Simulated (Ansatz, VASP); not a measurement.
## TiSn3O8: VASP beside Ansatz

File INCAR:

```
PREC = Accurate ; ENCUT = 520
EDIFF = 1E-6 ; ISMEAR = 0
SIGMA = 0.1 ; LREAL = False
LASPH = True ; NELM = 60
ALGO = Normal ; ISIF = 2
LWAVE = False ; LCHARG = False
GGA = PE ; NBANDS = 63
```

File KPOINTS:

```
Automatic mesh
0
Gamma
  4 4 4
```

POSCAR

```
TiSn3O8
1.0
   -3.1774333679     -3.3783827794      3.3837131766
   -3.1774333679      3.3783827794     -3.3837131766
    3.1774333679     -3.3783827794     -3.3837131766
Ti Sn O
1 3 8
Direct
    1.0000000000      1.0000000000      1.0000000000
    0.5000000000      0.5000000000      0.0000000000
    0.2511759142      0.7511759142      0.5000000000
    0.7488240858      0.2488240858      0.5000000000
    0.2997296772      0.0000000000      0.2997296772
    0.8039903811      0.5000000000      0.3039903811
    0.2378142470      0.0483634435      0.8105491966
    0.7621857530      0.5727349496      0.8105491966
    0.7002703228      0.0000000000      0.7002703228
    0.1960096189      0.5000000000      0.6960096189
    0.2378142470      0.4272650504      0.1894508034
    0.7621857530      0.9516365565      0.1894508034
```

Input for Ansatz:

```yaml
crystal:
  lattice:
    - [-3.1774333679, -3.3783827794, 3.3837131766]
    - [-3.1774333679, 3.3783827794, -3.3837131766]
    - [3.1774333679, -3.3783827794, -3.3837131766]
  atoms:
    - { symbol: Ti, position: [1.0, 1.0, 1.0] }
    - { symbol: Sn, position: [0.5, 0.5, 0.0] }
    - { symbol: Sn, position: [0.2511759142, 0.7511759142, 0.5] }
    - { symbol: Sn, position: [0.7488240858, 0.2488240858, 0.5] }
    - { symbol: O, position: [0.2997296772, 0.0, 0.2997296772] }
    - { symbol: O, position: [0.8039903811, 0.5, 0.3039903811] }
    - { symbol: O, position: [0.237814247, 0.0483634435, 0.8105491966] }
    - { symbol: O, position: [0.762185753, 0.5727349496, 0.8105491966] }
    - { symbol: O, position: [0.7002703228, 0.0, 0.7002703228] }
    - { symbol: O, position: [0.1960096189, 0.5, 0.6960096189] }
    - { symbol: O, position: [0.237814247, 0.4272650504, 0.1894508034] }
    - { symbol: O, position: [0.762185753, 0.9516365565, 0.1894508034] }
basis:
  ecutwfc: 420
kpoints:
  mp_grid: { grid: [4, 4, 4] }
hamiltonian:
  xc: pbe
scf:
  occupations: { method: gaussian, width: 0.1 }
  lower_state_search: "off"
output:
  forces: true
  stress: true
  eigenvalues: true
```

Alike in both runs: task single point; functional PBE; k mesh 4 × 4 × 4; occupations gaussian, width 0.1 eV; no spin polarisation.

```csv
,VASP,Ansatz
version,VASP 6.6.1,Ansatz 0.2.0
potentials or method,"VASP PAW PBE potentials, release 64 (Ti_sv, Sn_d, O), cutoff 520 eV","scalar-relativistic, plane waves, PAW"
valence electrons in the cell,102,102
```

|  | VASP | Ansatz | Ansatz less VASP |
| --- | --- | --- | --- |
| gap on the k mesh at the Fermi level (eV) | 1.71 | 1.72 | +0.013 |
| least direct gap on the mesh (eV) | 1.71 | 1.72 | +0.013 |
| pressure (GPa) | 0.6 | 0.0 | -0.61 |
| traceless stress, the component that is largest in VASP (GPa) | 0.19 | -0.02 | -0.201 |
| rms of the force components (eV/Å) | 0.008 | 0.002 | -0.0067 |

Atom by atom the forces differ by 0.009 eV/Å (rms over components). With one functional, cell and mesh, what is left measures potentials, basis and numerics.
